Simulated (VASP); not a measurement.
A run of VASP 6.6.1 is set up as follows.

The input POSCAR:

```
MgB2
1.0
    3.0360869201      0.0000000000      0.0000000000
   -1.5180434600      2.6293284009      0.0000000000
    0.0000000000      0.0000000000      3.4529775522
Mg B
1 2
Direct
    0.0000000000      0.0000000000      0.0000000000
    0.3333333333      0.6666666667      0.5000000000
    0.6666666667      0.3333333333      0.5000000000
```

INCAR.step1

```
ALGO = Normal
EDIFF = 1E-5
ENCUT = 750
GGA = PE
GGA_COMPAT = F
ISMEAR = 0
LASPH = T
LCHARG = F
LREAL = F
LWAVE = T
NBANDS = 15
NELM = 120
PREC = Accurate
SIGMA = 0.1
```

File INCAR.step2:

```
ALGO = Normal
EDIFF = 1E-6
ENCUT = 750
GGA_COMPAT = F
ISIF = 2
ISMEAR = 0
ISTART = 1
LASPH = T
LCHARG = F
LMIXTAU = T
LREAL = F
LWAVE = F
METAGGA = R2SCAN
NBANDS = 15
NELM = 120
PREC = Accurate
SIGMA = 0.1
```

KPOINTS

```
k-points
0
Gamma
  9 9 6
```

Potentials or basis: VASP PAW PBE potentials, release 64 (Mg_sv, B).

Run with:

```bash
$ cat potpaw_PBE.64/Mg_sv/POTCAR potpaw_PBE.64/B/POTCAR > POTCAR
$ cp INCAR.step1 INCAR
$ mpirun -np 1 vasp_std > vasp.out
$ cp INCAR.step2 INCAR
$ mpirun -np 1 vasp_std > vasp.out
```

Problem. Predict the band gap on the k mesh.

Solution. Zero (bands 8 and 9 overlap by 4.14 eV).

Problem. What does it give for the pressure?

Solution. 6.0 GPa.

Stress tensor (GPa, compression positive):
```
5.98 0.00 0.00
0.00 5.98 0.00
0.00 0.00 6.06
```

Caveat: the cell stands under pressure; the PAW data sets were made with another functional, which shifts forces and pressure a little.
